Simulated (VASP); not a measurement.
KF: single point with LDA

The system is KF.

```
K F
1.0
     3.65993    0.00000    0.00000
    -1.82997    3.16960    0.00000
     0.00000    0.00000    6.47881
K F
2 2
Direct
  0.00000 0.00000 0.00000
  0.00000 0.00000 0.50000
  0.33333 0.66667 0.25000
  0.66667 0.33333 0.75000
```

```json
{"Program": "VASP 6.6.1", "Task": "single point", "Functional": "LDA", "Potentials or basis": "VASP PAW LDA potentials, release 64 (K_sv, F)", "Cutoff": "520 eV", "k mesh": "6 × 6 × 2", "Occupations": "gaussian, width 0.01 eV", "Spin": "no spin polarisation", "Dipole correction": "no", "Further INCAR settings": "ALGO = Normal; EDIFF = 1e-06; NBANDS = 24"}
```

```yaml
Pressure: -3.0 GPa
Band_gap_on_the_k_mesh: 5.82 eV, direct
```

Stress tensor (GPa, compression positive):
```
-2.80  0.00  0.00
 0.00 -2.80  0.00
 0.00  0.00 -3.32
```

Levels at points of the mesh, in eV from the valence-band top:
```
           k point  band 13  band 14  band 15  band 16  band 17  band 18  band 19  band 20
(0.00, 0.00, 0.00)    -0.31    -0.08     0.00     0.00     5.82     8.83     9.11    10.01
(0.50, 0.00, 0.00)    -0.37    -0.26    -0.14    -0.06     7.94     9.53     9.61     9.95
(0.00, 0.00, 0.50)    -0.16    -0.16    -0.16    -0.16     7.17     7.17     9.93     9.93
(0.50, 0.00, 0.50)    -0.32    -0.32    -0.21    -0.21     8.59     8.59    10.28    10.28
```

Wall time 29 s on 1 thread of AMD EPYC 7R13 Processor (Zen 3) (shared host), peak memory 0.13 GiB.

Caveat: the k points lie up to 0.48 Å⁻¹ apart. A hybrid or GW would open this gap; LDA tends to underestimate it.
